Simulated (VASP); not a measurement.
Rh:

```
CELL_PARAMETERS angstrom
0.00000 1.89785 1.89785
1.89785 0.00000 1.89785
1.89785 1.89785 0.00000
ATOMIC_POSITIONS crystal
Rh 0.00000 0.00000 0.00000
```

| Item | Value |
| --- | --- |
| Program | VASP 6.6.1 |
| Task | relaxation of cell and atoms |
| Functional | RPBE |
| Potentials or basis | VASP PAW PBE potentials, release 64 (Rh_pv) |
| Cutoff | 500 eV |
| k mesh | 8 × 8 × 8 |
| Occupations | gaussian, width 0.1 eV |
| Spin | no spin polarisation |

At the start: pressure 13.2 GPa; volume 13.67 Å³/atom.

Problem. Where does the relaxation end?

Solution. Over 3 steps the energy falls by 27.1 meV/atom and the volume is 14.39 Å³/atom (+5.3 %); space group Fm-3m (No. 225, to 0.05 Å).

Step by step:
| step | energy change (eV) | largest force (eV/Å) | pressure (GPa) | volume (Å³) |
| --- | --- | --- | --- | --- |
| 1 | 0.0000 | 0.0000 | 13.24 | 13.67 |
| 2 | 0.0860 | 0.0000 | -19.45 | 16.03 |
| 3 | -0.0271 | 0.0000 | -0.46 | 14.39 |

Final structure:
```
CELL_PARAMETERS angstrom
0.00000 1.93069 1.93069
1.93069 0.00000 1.93069
1.93069 1.93069 0.00000
ATOMIC_POSITIONS crystal
Rh 0.00000 0.00000 0.00000
```

Caveat: the PAW data sets were made with another functional, which shifts forces and pressure a little.
